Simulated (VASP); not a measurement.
A run of VASP 6.6.1 is set up as follows.

The input INCAR:

```
SYSTEM = SrLi2Cr4Sn
ALGO = Normal
EDIFF = 1E-6
ENCUT = 520
ISIF = 2
ISMEAR = -5
LASPH = .True.
LCHARG = .False.
LDAU = .True.
LDAUJ = 0 0 0 0
LDAUL = -1 -1 -1 2
LDAUPRINT = 1
LDAUTYPE = 2
LDAUU = 0 0 0 1.91
LMAXMIX = 4
LREAL = .False.
LWAVE = .False.
NBANDS = 49
NELM = 150
PREC = Accurate
SIGMA = 0.1
```

The input KPOINTS:

```
k-points
0
Gamma
  4 4 4
  0 0 0
```

Contents of POSCAR:

```
SrLi2Cr4Sn
1.0
   -3.0457540000      3.0457540000      3.6216070000
    3.0457540000     -3.0457540000      3.6216070000
    3.0457540000      3.0457540000     -3.6216070000
Sn Sr Li Cr
1 1 2 4
Direct
    0.0000000000      0.0000000000      0.0000000000
    0.5000000000      0.5000000000      0.0000000000
    0.2500000000      0.7500000000      0.5000000000
    0.7500000000      0.2500000000      0.5000000000
    0.0352600000      0.0352600000      0.4132000000
    0.9647400000      0.3779400000      0.0000000000
    0.6220600000      0.6220600000      0.5868000000
    0.3779400000      0.9647400000      0.0000000000
```

Potentials or basis: VASP PAW LDA potentials, release 64 (Sn_d, Sr_sv, Li_sv, Cr_pv).

Run with:

```bash
$ cat potpaw_LDA.64/Sn_d/POTCAR potpaw_LDA.64/Sr_sv/POTCAR potpaw_LDA.64/Li_sv/POTCAR potpaw_LDA.64/Cr_pv/POTCAR > POTCAR
$ mpirun -np 1 vasp_std > vasp.out
```

**Question.** Estimate the largest force.

**Answer.** 5.813 eV/Å.

**Question.** What does it give for the band gap on the k mesh?

**Answer.** Zero (band 39 reaches 5.87 eV, above the bottom of band 40 at 5.65 eV).

Forces on the atoms (eV/Å):
```
Sn   0.000  0.000  0.000
Sr   0.000  0.000  0.000
Li   0.000  0.000  0.000
Li   0.000  0.000  0.000
Cr   3.137  3.137 -3.756
Cr   3.137 -3.137  3.756
Cr  -3.137 -3.137 -3.756
Cr  -3.137  3.137  3.756
```

Caveat: the k points lie up to 0.36 Å⁻¹ apart; spin-orbit coupling is left out, which moves the levels of the heavy elements; U without spin polarisation on a metal has little footing; the U is typed as a test and isn't derived for this compound; forces of over 1 eV/Å act on the atoms, so gaps and moduli don't describe the material at rest; tetrahedron occupations give inexact forces and stress in metals. Spin polarisation is off, so any magnetic state and its effect on volume and gap are missing.
